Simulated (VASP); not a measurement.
K, 1 atom in the cell. The structure is cubic, space group Fm-3m (No. 225). Conventional cell: a = 6.962 Å, b = 6.962 Å, c = 6.962 Å, α = 90.00°, β = 90.00°, γ = 90.00°.  This cell differs from its parent crystal: volume scaled by 1.04.

* Program: VASP 6.6.1
* Task: single point
* Functional: RPBE
* Potentials or basis: VASP PAW PBE potentials, release 64 (K_sv)
* Cutoff: 520 eV
* k mesh: 9 × 9 × 9
* Occupations: fermi-dirac, width 0.1 eV
* Spin: no spin polarisation
* Dipole correction: no
* Further INCAR settings: ALGO = Normal; EDIFF = 1e-07; NBANDS = 10

Potentials or basis: VASP PAW PBE potentials, release 64 (K_sv).

Launch:

```bash
$ cat potpaw_PBE.64/K_sv/POTCAR > POTCAR
$ mpirun -np 1 vasp_std > vasp.out
```

Hardware: 1 thread of Intel(R) Xeon(R) 6975P-C (Granite Rapids), on a shared host.

**Question.** How long does it take, and how much memory?

**Answer.** Run time: 13 s on 1 thread of Intel(R) Xeon(R) 6975P-C (Granite Rapids) (shared host), peak memory 0.24 GiB. Counts: scf iterations 12, k points 35.
